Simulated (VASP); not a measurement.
# Ni (Fm-3m) in VASP: electric field gradients with PBE

Aim: the electric field gradients of Ni with PBE.

Everything below comes from runs of VASP 6.6.1. Logs are shortened: lines on timing, memory, paths and dates and some standing lists are left out, and cuts for length are marked.

### 1 The cell of the first run

It takes space group Fm-3m (No. 225, cubic). Conventional cell: a = 3.536 Å, b = 3.536 Å, c = 3.536 Å, α = 90.00°, β = 90.00°, γ = 90.00°. Within 3.3 Å of Ni (site symmetry m-3m) lie 12 Ni at 2.50 Å.

### 2 Electric field gradients, PBE, non-collinear spin, typed start, spin-orbit coupling

INCAR

```
SYSTEM = Ni
ALGO     = Normal         ! electronic algorithm
EDIFF    = 1E-8           ! SCF threshold, eV
ENCUT    = 520            ! plane-wave cutoff, eV
GGA      = PE             ! functional
GGA_COMPAT= .FALSE.      
ISIF     = 2              ! what is computed and relaxed
ISMEAR   = -1             ! smearing method
LASPH    = .TRUE.         ! aspherical terms in the spheres
LCHARG   = .FALSE.        ! write CHGCAR
LEFG     = .TRUE.       
LMAXMIX  = 4              ! l up to which the mixer works
LORBIT   = 11             ! projections on sites
LORBMOM  = .TRUE.       
LREAL    = .FALSE.        ! projectors in reciprocal space
LSORBIT  = .TRUE.         ! spin-orbit coupling
LWAVE    = .FALSE.        ! write WAVECAR
MAGMOM   = 0 0 1.5        ! initial moments
NBANDS   = 21             ! bands
NELM     = 150            ! most SCF steps
PREC     = Accurate       ! precision mode
SIGMA    = 0.05           ! smearing width, eV
```

KPOINTS

```
k-points
0
G
  18 18 18
  0 0 0
```

POSCAR

```
Ni
1.0
    0.0000000000      1.7679500000      1.7679500000
    1.7679500000      0.0000000000      1.7679500000
    1.7679500000      1.7679500000      0.0000000000
Ni
1
Direct
    0.0000000000      0.0000000000      0.0000000000
```

Potentials or basis: VASP PAW PBE potentials, release 64 (Ni).

Started as:

```bash
$ cat potpaw_PBE.64/Ni/POTCAR > POTCAR
$ mpirun -np 1 vasp_ncl > vasp.out
```

OUTCAR:

```text
SYSTEM = Ni
   EDIFF = 1E-8
   ENCUT = 520
   GGA = PE
   ISIF = 2
   ISMEAR = -1
   LASPH = .TRUE.
   LORBIT = 11
   LREAL = .FALSE.
   LSORBIT = .TRUE.
   NELM = 150
   PREC = Accurate

 ion  position               nearest neighbor table
   1  0.000  0.000  0.000-

  LATTYP: Found a face centered cubic cell.
 ALAT       =     3.5359000000

  Lattice vectors:

 A1 = (   0.0000000000,   1.7679500000,   1.7679500000)
 A2 = (   1.7679500000,   0.0000000000,   1.7679500000)
 A3 = (   1.7679500000,   1.7679500000,   0.0000000000)

Analysis of symmetry for initial positions (statically):
=====================================================================
 Subroutine PRICEL returns:
 Original cell was already a primitive cell.

 Routine SETGRP: Setting up the symmetry group for a
 face centered cubic supercell.

 Subroutine GETGRP returns: Found 48 space group operations
 (whereof 48 operations were pure point group operations)
 out of a pool of 48 trial point group operations.

The static configuration has the point symmetry O_h .

Analysis of symmetry for dynamics (positions and initial velocities):
=====================================================================
 Subroutine PRICEL returns:
 Original cell was already a primitive cell.

 Routine SETGRP: Setting up the symmetry group for a
 face centered cubic supercell.

 Subroutine GETGRP returns: Found 48 space group operations
 (whereof 48 operations were pure point group operations)
 out of a pool of 48 trial point group operations.

The dynamic configuration has the point symmetry O_h .

Analysis of structural, dynamic, and magnetic symmetry:
=====================================================================
 Subroutine PRICEL returns:
 Original cell was already a primitive cell.

 Routine SETGRP: Setting up the symmetry group for a
 face centered cubic supercell.

 Subroutine GETGRP returns: Found  8 space group operations
 (whereof  8 operations were pure point group operations)
 out of a pool of 48 trial point group operations.

The overall configuration has the point symmetry C_4h.

 Subroutine INISYM returns: Found  8 space group operations
 (whereof  8 operations are pure point group operations),
 and found     1 'primitive' translations

----------------------------------------------------------------------------------------

                                     Primitive cell

  volume of cell :      11.0520

  direct lattice vectors                    reciprocal lattice vectors
     0.000000000  1.767950000  1.767950000    -0.282813428  0.282813428  0.282813428
     1.767950000  0.000000000  1.767950000     0.282813428 -0.282813428  0.282813428
     1.767950000  1.767950000  0.000000000     0.282813428  0.282813428 -0.282813428

  length of vectors
     2.500258868  2.500258868  2.500258868     0.489847226  0.489847226  0.489847226

  position of ions in fractional coordinates (direct lattice)
     0.000000000  0.000000000  0.000000000

  ion indices of the primitive-cell ions
   primitive index   ion index
                 1           1

----------------------------------------------------------------------------------------

 KPOINTS: k-points

Automatic generation of k-mesh.
 Grid dimensions read from file:
 generate k-points for:   18   18   18

 Generating k-lattice:

  Cartesian coordinates                     Fractional coordinates (reciprocal lattice)
    -0.015711857  0.015711857  0.015711857     0.055555556  0.000000000  0.000000000
     0.015711857 -0.015711857  0.015711857     0.000000000  0.055555556  0.000000000
[... 88 lines left out ...]
   LRPA    =     F    only Hartree local field effects (RPA)
  energy-cutoff  :      520.00
  volume of cell :       11.05
 maximum number of plane-waves:       620
   NGX =  9   NGY =  9   NGZ =  9

 number of electron      10.0000010 magnetization       0.0000000      0.0000000      0.6147844

 number of electron      10.0000010 magnetization      -0.0000000     -0.0000000      0.6147843

 number of electron      10.0000010 magnetization       0.0000000     -0.0000000      0.6147847

 Free energy of the ion-electron system (eV)
  ---------------------------------------------------
  ext. energy  EPLUGINS =         0.00000000
  ---------------------------------------------------
  free energy    TOTEN  =        -5.48656050 eV

  energy without entropy =       -5.47261077  energy(sigma->0) =       -5.47958563

 E-fermi :   9.1560     XC(G=0): -13.1632

 val. band max:        9.1559657333   @ k =   0.0000   0.2778  -0.3889
 cond. band min:       9.1579669416   @ k =   0.5000   0.4444   0.0556
 fundamental gap:      0.0020012083
 Fermi energy:         9.1559943960

 k-point     1 :       0.0000    0.0000    0.0000
  band No.  band energies     occupation
      1       0.2091      1.00000
      2       0.2644      1.00000
      3       6.7155      1.00000
      4       6.7544      1.00000
      5       6.8039      1.00000
      6       7.4374      1.00000
[... 565 lines left out ...]
     20      36.3436      0.00000
     21      37.7597      0.00000

 [... further k-points ...]

------------------------ aborting loop because EDIFF is reached ----------------------------------------

  FORCE on cell =-STRESS in cart. coord.  units (eV):
  Direction    XX          YY          ZZ          XY          YZ          ZX
  --------------------------------------------------------------------------------------
  -------------------------------------------------------------------------------------
  Total       -0.1950968     -0.1950968     -0.1959195     -0.0000000     -0.0000000      0.0000000
  in kB      -28.2826982    -28.2826982    -28.4019625     -0.0000041     -0.0000000      0.0000000
  external PRESSURE =     -28.3224530 kB  Pullay stress =       0.0000000 kB

 VOLUME and BASIS-vectors are now :
 -----------------------------------------------------------------------------
  energy-cutoff  :      520.00
  volume of cell :       11.05
      direct lattice vectors                 reciprocal lattice vectors
     0.000000000  1.767950000  1.767950000    -0.282813428  0.282813428  0.282813428
     1.767950000  0.000000000  1.767950000     0.282813428 -0.282813428  0.282813428
     1.767950000  1.767950000  0.000000000     0.282813428  0.282813428 -0.282813428

 POSITION                                       TOTAL-FORCE (eV/Angst)
 -----------------------------------------------------------------------------------
      0.00000      0.00000      0.00000         0.000000     -0.000000      0.000000
 -----------------------------------------------------------------------------------
    total drift:                                0.000000     -0.000000      0.000000

  FREE ENERGIE OF THE ION-ELECTRON SYSTEM (eV)
  ---------------------------------------------------
  free  energy   TOTEN  =        -5.4865604996 eV

  energy  without entropy=       -5.4726107682  energy(sigma->0) =       -5.47958563

 Electric field gradients (V/A^2)
---------------------------------------------------------------------
 ion       V_xx      V_yy      V_zz      V_xy      V_xz      V_yz
---------------------------------------------------------------------
   1       0.006     0.006    -0.012    -0.002    -0.002    -0.002
---------------------------------------------------------------------

 Electric field gradients after diagonalization (V/A^2)
 (convention: |V_zz| > |V_xx| > |V_yy|)
----------------------------------------------------------------------
 ion       V_xx      V_yy      V_zz     asymmetry (V_yy - V_xx)/ V_zz
----------------------------------------------------------------------
   1       0.007     0.005    -0.012       0.241
----------------------------------------------------------------------

           NMR quadrupolar parameters

 Cq : quadrupolar parameter    Cq=e*Q*V_zz/h
 eta: asymmetry parameters     (V_yy - V_xx)/ V_zz
 Q  : nuclear electric quadrupole moment in mb (millibarn)
----------------------------------------------------------------------
 ion       Cq(MHz)       eta       Q (mb)
----------------------------------------------------------------------
   1      -0.000       0.241       1.000
----------------------------------------------------------------------

 orbital moment (x)

 # of ion     p       d       tot
 ----------------------------------------
  1        -0.000   0.000   0.000
 ----------------------------------------
           -0.000   0.000   0.000

 orbital moment (y)

 # of ion     p       d       tot
 ----------------------------------------
  1         0.000  -0.000  -0.000
 ----------------------------------------
            0.000  -0.000  -0.000

 orbital moment (z)

 # of ion     p       d       tot
 ----------------------------------------
  1         0.000   0.048   0.049
 ----------------------------------------
            0.000   0.048   0.049

 Spin-Orbit-Coupling matrix elements

 Ion:    1  E_soc:     -0.0186275
 l=   1
     0.0000000    -0.0003975    -0.0003957
    -0.0003975     0.0000000    -0.0003975
    -0.0003957    -0.0003975     0.0000000
 l=   2
     0.0000000    -0.0004630     0.0000000    -0.0004630    -0.0023500
    -0.0004630     0.0000000    -0.0016331    -0.0004931    -0.0005438
     0.0000000    -0.0016331     0.0000000    -0.0016331     0.0000000
    -0.0004630    -0.0004931    -0.0016331     0.0000000    -0.0005438
    -0.0023500    -0.0005438     0.0000000    -0.0005438     0.0000000
 l=   3
     0.0000000     0.0000000     0.0000000     0.0000000     0.0000000     0.0000000     0.0000000
     0.0000000     0.0000000     0.0000000     0.0000000     0.0000000     0.0000000     0.0000000
     0.0000000     0.0000000     0.0000000     0.0000000     0.0000000     0.0000000     0.0000000
     0.0000000     0.0000000     0.0000000     0.0000000     0.0000000     0.0000000     0.0000000
     0.0000000     0.0000000     0.0000000     0.0000000     0.0000000     0.0000000     0.0000000
     0.0000000     0.0000000     0.0000000     0.0000000     0.0000000     0.0000000     0.0000000
     0.0000000     0.0000000     0.0000000     0.0000000     0.0000000     0.0000000     0.0000000

 total charge

# of ion       s       p       d       tot
------------------------------------------
    1        0.491   0.484   8.308   9.282

 magnetization (x)

# of ion       s       p       d       tot
------------------------------------------
    1        0.000   0.000   0.000   0.000

 magnetization (y)

# of ion       s       p       d       tot
------------------------------------------
    1        0.000   0.000   0.000   0.000

 magnetization (z)

# of ion       s       p       d       tot
------------------------------------------
    1       -0.007  -0.025   0.660   0.628
```

Run time: 16 min. Hardware: 1 thread of Intel Xeon Platinum 8259CL at 2.50GHz (Skylake/Cascade Lake), shared host; peak memory 0.37 GiB.

What came out:

```
Free energy                                           : -5.4866 eV
Pressure                                              : -2.8 GPa
Net moment                                            : 0.61 μB per cell
Largest electric field gradient by atom               : under 0.05 V/Å² on every atom
Valence electrons inside the program's atomic spheres : Ni 9.28
```

Moments on the atoms (μB; x, y, z):
```
Ni  0.00 0.00 0.63
```
